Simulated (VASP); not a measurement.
Set up this calculation in VASP 6.6.1, as the native input.

- Task: single point
- Functional: PBE
- Potentials or basis: VASP PAW PBE potentials, release 64 (Rb_sv)
- Cutoff: 500 eV
- k mesh: 4 × 4 × 4
- Occupations: fermi-dirac, width 0.11 eV
- Spin: no spin polarisation
- Dipole correction: no
- Further INCAR settings: ALGO = Normal; EDIFF = 1e-06; NBANDS = 10

The structure of Rb lies in POSCAR:

```
Rb
1.0
    0.0000000000      3.6398846700      3.6398846700
    3.6398846700      0.0000000000      3.6398846700
    3.6398846700      3.6398846700      0.0000000000
Rb
1
Direct
    0.0000000000      0.0000000000      0.0000000000
```

This isn't the form of Rb at room conditions, which is bcc.

One way to write it, as run:

INCAR

```
SYSTEM = Rb
  ALGO = Normal
  EDIFF = 1E-6
  ENCUT = 500
  GGA = PE
  GGA_COMPAT = .False.
  ISIF = 2
  ISMEAR = -1
  LASPH = .True.
  LCHARG = .True.
  LELF = .True.
  LREAL = .False.
  LVHAR = .True.
  LWAVE = .False.
  NBANDS = 10
  NELM = 120
  PREC = Accurate
  SIGMA = 0.11
```

KPOINTS

```
k-points
0
Gamma
  4 4 4
  0 0 0
```

Potentials or basis: VASP PAW PBE potentials, release 64 (Rb_sv).

Command:

```bash
$ cat potpaw_PBE.64/Rb_sv/POTCAR > POTCAR
$ mpirun -np 1 vasp_std > vasp.out
```

It gave:

| Quantity | Value |
| --- | --- |
| Pressure | -0.1 GPa |
| Band gap on the k mesh | zero (an odd number of electrons rules out a gap without spin polarisation) |

Caveat: the k points lie up to 0.37 Å⁻¹ apart, too coarse for converged energies and pressures of a metal.

Wall time 4.8 s on 1 thread of Intel(R) Xeon(R) Platinum 8481C CPU @ 2.70GHz (Sapphire Rapids), on a shared host, peak memory 0.22 GiB.
